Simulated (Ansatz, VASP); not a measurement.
**Bi: VASP beside Ansatz**

The input INCAR:

```
SYSTEM = Bi
PREC = Accurate
ENCUT = 520
EDIFF = 1E-8
ISMEAR = -1
SIGMA = 0.03
LREAL = .False.
LASPH = .True.
NELM = 100
ALGO = Normal
ISIF = 2
LWAVE = .False.
LCHARG = .False.
GGA = PE
LEFG = .True.
NBANDS = 22
```

The input KPOINTS:

```
regular mesh
0
Gamma
  9 9 3
  0 0 0
```

Contents of POSCAR:

```
Bi
1.0
    4.5390002997      0.0226950015      0.0226950015
   -2.2498457021      3.9195420666      0.0083069471
    0.0591450000      0.0591450000     11.8290000000
Bi
2
Direct
    0.3333333333      0.6666666667      0.2500000000
    0.6666666667      0.3333333333      0.7500000000
```

Input for Ansatz:

```yaml
crystal:
  lattice:
    - [4.5390002997, 0.0226950015, 0.0226950015]
    - [-2.2498457021, 3.9195420666, 0.0083069471]
    - [0.059145, 0.059145, 11.829]
  atoms:
    - { symbol: Bi, position: [0.3333333333, 0.6666666667, 0.25] }
    - { symbol: Bi, position: [0.6666666667, 0.3333333333, 0.75] }
kpoints:
  mp_grid: { grid: [9, 9, 3] }
scf:
  occupations: { method: fermi_dirac, width: 0.03 }
hamiltonian:
  xc: pbe
  pseudopotentials: { kind: all_electron, datasets: crystal }
output:
  forces: true
  stress: true
  eigenvalues: true
  efg: { contact_densities: true }
```

Change from the starting cell: equal xy, yz and zx shear strains of +1 %, crystal datasets.

Alike in both runs: task electric field gradients; functional PBE; k mesh 9 × 9 × 3; occupations fermi-dirac, width 0.03 eV; no spin polarisation.

|  | VASP | Ansatz |
| --- | --- | --- |
| version | VASP 6.6.1 | Ansatz 0.2.0 |
| potentials or method | VASP PAW PBE potentials, release 64 (Bi_d), cutoff 520 eV | all-electron PAW with datasets made for the crystal, scalar-relativistic |

|  | VASP | Ansatz | Ansatz less VASP |
| --- | --- | --- | --- |
| pressure (GPa) | -3.3 | -3.3 | +0.02 |
| traceless stress, the component that is largest in VASP (GPa) | 2.95 | 2.95 | -0.001 |
| size of Vzz on the site where it differs most (V/Å²) | 134.9 | 127.2 | -7.71 |

Ansatz ran all-electron here, and VASP with PAW potentials. Ansatz's warnings: printed levels off.

Spin-orbit coupling is off throughout.
